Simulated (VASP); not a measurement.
# GaN in VASP: further runs, part 2 of 2

VASP 6.6.1. The steps go on from the part before.

### Step 5. Single point, r2SCAN (uniaxial z strain -0.5%)

Input file POSCAR:

```
GaN
1.0
    0.0000000000      2.2489525415      2.2377077788
    2.2489525415      0.0000000000      2.2377077788
    2.2489525415      2.2489525415      0.0000000000
Ga N
1 1
Direct
    0.0000000000      0.0000000000      0.0000000000
    0.2500000000      0.2500000000      0.2500000000
```

Input file INCAR.step1:

```
SYSTEM = GaN
ALGO     = Normal         ! electronic algorithm
EDIFF    = 1E-4           ! SCF threshold, eV
ENCUT    = 520            ! plane-wave cutoff, eV
GGA      = PE             ! functional
ISMEAR   = 0              ! smearing method
LASPH    = .True.         ! aspherical terms in the spheres
LCHARG   = .False.        ! write CHGCAR
LREAL    = .False.        ! projectors in reciprocal space
LWAVE    = .True.         ! write WAVECAR
NBANDS   = 16             ! bands
NELM     = 100            ! most SCF steps
PREC     = Accurate       ! precision mode
SIGMA    = 0.01           ! smearing width, eV
```

Input file INCAR.step2:

```
SYSTEM = GaN
ALGO     = Normal         ! electronic algorithm
EDIFF    = 1E-6           ! SCF threshold, eV
ENCUT    = 520            ! plane-wave cutoff, eV
ISIF     = 2              ! what is computed and relaxed
ISMEAR   = 0              ! smearing method
ISTART   = 1            
LASPH    = .True.         ! aspherical terms in the spheres
LCHARG   = .False.        ! write CHGCAR
LMIXTAU  = .True.       
LREAL    = .False.        ! projectors in reciprocal space
LWAVE    = .False.        ! write WAVECAR
METAGGA  = R2SCAN         ! meta-GGA
NBANDS   = 16             ! bands
NELM     = 100            ! most SCF steps
PREC     = Accurate       ! precision mode
SIGMA    = 0.01           ! smearing width, eV
```

Input file KPOINTS:

```
k-points
0
Gamma
  10 10 10
  0 0 0
```

Potentials or basis: VASP PAW PBE potentials, release 64 (Ga_d, N).

Command:

```console
> cat potpaw_PBE.64/Ga_d/POTCAR potpaw_PBE.64/N/POTCAR > POTCAR
> cp INCAR.step1 INCAR
> mpirun -np 1 vasp_std > vasp.out
> cp INCAR.step2 INCAR
> mpirun -np 1 vasp_std > vasp.out
```

OUTCAR:

```text
SYSTEM = GaN
   EDIFF = 1E-6
   ENCUT = 520
   ISIF = 2
   ISMEAR = 0
   ISTART = 1
   LASPH = .True.
   LREAL = .False.
   METAGGA = R2SCAN
   NELM = 100
   PREC = Accurate

 ion  position               nearest neighbor table
   1  0.000  0.000  0.000-   2 1.94   2 1.94   2 1.94   2 1.94
   2  0.250  0.250  0.250-   1 1.94   1 1.94   1 1.94   1 1.94

  LATTYP: Found a body centered tetragonal cell.
 ALAT       =     3.1804991853
 C/A-ratio  =     1.4071424946

  Lattice vectors:

 A1 = (   0.0000000000,  -2.2489525415,  -2.2377077788)
 A2 = (   0.0000000000,   2.2489525415,  -2.2377077788)
 A3 = (   2.2489525415,   0.0000000000,   2.2377077788)

Analysis of symmetry for initial positions (statically):
=====================================================================
 Subroutine PRICEL returns:
 Original cell was already a primitive cell.

 Routine SETGRP: Setting up the symmetry group for a
 body centered tetragonal supercell.

 Subroutine GETGRP returns: Found  8 space group operations
 (whereof  8 operations were pure point group operations)
[... 158 lines left out ...]
  ext. energy  EPLUGINS =         0.00000000
  ---------------------------------------------------
  free energy    TOTEN  =       -21.89497103 eV

  energy without entropy =      -21.89497103  energy(sigma->0) =      -21.89497103

 E-fermi :   5.3088     XC(G=0): -12.7003

 val. band max:        5.1529884221   @ k =   0.0000   0.0000   0.0000
 cond. band min:       7.3305217443   @ k =   0.0000   0.0000   0.0000
 fundamental gap:      2.1775333222
 Fermi energy:         5.3088001214

 k-point     1 :       0.0000    0.0000    0.0000
  band No.  band energies     occupation
      1     -11.6892      2.00000
      2      -8.7037      2.00000
      3      -8.7037      2.00000
      4      -8.6983      2.00000
      5      -8.3393      2.00000
      6      -8.3390      2.00000
[... 433 lines left out ...]
      3      -8.4600      2.00000
      4      -8.4567      2.00000
      5      -8.2742      2.00000
      6      -7.5135      2.00000
[... 8 lines left out ...]
     15      28.5243      0.00000
     16      28.6619      0.00000

 [... further k-points ...]
[... 5 lines left out ...]
  --------------------------------------------------------------------------------------
  -------------------------------------------------------------------------------------
  Total        0.2627412      0.2627412      0.3546083      0.0000000     -0.0000000     -0.0000000
  in kB       18.5970816     18.5970816     25.0995258      0.0000000     -0.0000000     -0.0000000
  external PRESSURE =      20.7645630 kB  Pullay stress =       0.0000000 kB

 VOLUME and BASIS-vectors are now :
 -----------------------------------------------------------------------------
  energy-cutoff  :      520.00
  volume of cell :       22.64
      direct lattice vectors                 reciprocal lattice vectors
     0.000000000  2.248952542  2.237707779    -0.222325723  0.222325723  0.223442938
     2.248952542  0.000000000  2.237707779     0.222325723 -0.222325723  0.223442938
     2.248952542  2.248952542  0.000000000     0.222325723  0.222325723 -0.223442938

 POSITION                                       TOTAL-FORCE (eV/Angst)
 -----------------------------------------------------------------------------------
      0.00000      0.00000      0.00000         0.000000      0.000000      0.000000
      1.12448      1.12448      1.11885        -0.000000     -0.000000     -0.000000
 -----------------------------------------------------------------------------------
    total drift:                                0.000008      0.000008      0.000008

  FREE ENERGIE OF THE ION-ELECTRON SYSTEM (eV)
  ---------------------------------------------------
  free  energy   TOTEN  =       -21.8949710294 eV

  energy  without entropy=      -21.8949710294  energy(sigma->0) =      -21.89497103
```

OSZICAR.step1:

```text
N       E                     dE             d eps       ncg     rms          rms(c)
DAV:   1     0.794633254442E+02    0.79463E+02   -0.93842E+03  3696   0.203E+03
DAV:   2    -0.871492615560E+01   -0.88178E+02   -0.82661E+02  3800   0.324E+02
DAV:   3    -0.140932849108E+02   -0.53784E+01   -0.53602E+01  3792   0.688E+01
DAV:   4    -0.141511172381E+02   -0.57832E-01   -0.57826E-01  4208   0.761E+00
DAV:   5    -0.141518494016E+02   -0.73216E-03   -0.73216E-03  3872   0.754E-01    0.776E+00
DAV:   6    -0.121312050786E+02    0.20206E+01   -0.48956E+00  4912   0.400E+01    0.268E+00
DAV:   7    -0.121407754869E+02   -0.95704E-02   -0.32554E-01  3600   0.655E+00    0.177E+00
DAV:   8    -0.121370819678E+02    0.36935E-02   -0.55829E-02  3736   0.328E+00    0.775E-01
DAV:   9    -0.121329805776E+02    0.41014E-02   -0.14384E-02  4968   0.277E+00    0.194E-01
DAV:  10    -0.121333234574E+02   -0.34288E-03   -0.15400E-03  3848   0.552E-01    0.933E-02
DAV:  11    -0.121332219180E+02    0.10154E-03   -0.26558E-04  3264   0.256E-01    0.882E-03
DAV:  12    -0.121332285753E+02   -0.66574E-05   -0.47348E-05  1760   0.820E-02
   1 F= -.12133229E+02 E0= -.12133229E+02  d E =-.334252E-13
```

Run time: 2.3 min. Hardware: 1 thread of Intel Xeon Platinum 8375C at 2.90GHz (Ice Lake), shared host; peak memory 0.17 GiB.

Results:

* Free energy: -21.8950 eV
* Pressure: 2.1 GPa
* Band gap on the k mesh: 2.18 eV, direct

Caveat: the cell differs from its parent crystal (uniaxial z strain -0.5%); the PAW data sets were made with another functional, which shifts forces and pressure a little.

### Step 6. Summary

```tsv
level	cell	smearing	gap on the mesh (eV)	pressure (GPa)
PBE	a = 3.173, b = 3.173, c = 3.180 Å, angles 59.9, 59.9, 60.2°, 2 atoms	fermi-dirac 0.02 eV	1.78	7.3
PBE	a = 3.248 Å, angles 58.6°, 2 atoms	fermi-dirac 0.02 eV	1.47	0.6
r2SCAN	a = 3.184, b = 3.184, c = 3.061 Å, angles 61.3, 61.3, 57.5°, 2 atoms	gaussian 0.01 eV	2.26	9.0
r2SCAN	a = 3.173, b = 3.173, c = 3.180 Å, angles 59.9, 59.9, 60.2°, 2 atoms	gaussian 0.01 eV	2.18	2.1
```

Alike in all rows: task single point; potentials or basis VASP PAW PBE potentials, release 64 (Ga_d, N); no spin polarisation; k mesh 10 × 10 × 10; cutoff (eV) 520.

Caveats: the PAW data sets were made with another functional, which shifts forces and pressure a little (some runs).

Absolute energies hang on the potentials; compare differences alone.
